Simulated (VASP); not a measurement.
Wanted: the native input for a VASP 6.6.1 run.

```yaml
Task: single point
Functional: PBEsol
Potentials_or_basis: VASP PAW PBE potentials, release 64 (Si, C)
Cutoff: 520 eV
k_mesh: 12 × 12 × 4
Occupations: gaussian, width 0.01 eV
Spin: no spin polarisation
Dipole_correction: no
Further_INCAR_settings: ALGO = Normal; EDIFF = 1e-06; NBANDS = 16
```

The structure of SiC (Moissanite) lies in POSCAR:

```
SiC
1.0
    3.0238543330      0.0000000000      0.0000000000
   -1.5119271665      2.6187345301      0.0000000000
    0.0000000000      0.0000000000      4.9624241459
Si C
2 2
Direct
    0.3333333333      0.6666666667      0.0000000000
    0.6666666667      0.3333333333      0.5000000000
    0.3333333333      0.6666666667      0.3850000000
    0.6666666667      0.3333333333      0.8850000000
```

The input as run:

INCAR

```
SYSTEM = SiC
PREC     = Accurate       ! precision mode
ENCUT    = 520            ! plane-wave cutoff, eV
EDIFF    = 1E-6           ! SCF threshold, eV
ISMEAR   = 0              ! smearing method
SIGMA    = 0.01           ! smearing width, eV
LREAL    = .FALSE.        ! projectors in reciprocal space
LASPH    = .TRUE.         ! aspherical terms in the spheres
NELM     = 80             ! most SCF steps
ALGO     = Normal         ! electronic algorithm
ISIF     = 2              ! what is computed and relaxed
LWAVE    = .FALSE.        ! write WAVECAR
LCHARG   = .FALSE.        ! write CHGCAR
GGA      = PS             ! functional
NBANDS   = 16             ! bands
```

KPOINTS

```
regular mesh
0
G
  12 12 4
  0 0 0
```

Potentials or basis: VASP PAW PBE potentials, release 64 (Si, C).

Command:

```console
$ cat potpaw_PBE.64/Si/POTCAR potpaw_PBE.64/C/POTCAR > POTCAR
$ mpirun -np 1 vasp_std > vasp.out
```

Results of the run:

```json
{
  "Pressure": "13.3 GPa",
  "Largest force": "0.834 eV/Å",
  "Band gap on the k mesh": "2.06 eV, indirect (least direct gap 4.06 eV)"
}
```

Caveat: the PAW data sets were made with another functional, which shifts forces and pressure a little.

Run time: 16 s on 1 thread of AMD EPYC 9R45 96-Core Processor (Zen 5), on a shared host, peak memory 0.13 GiB.
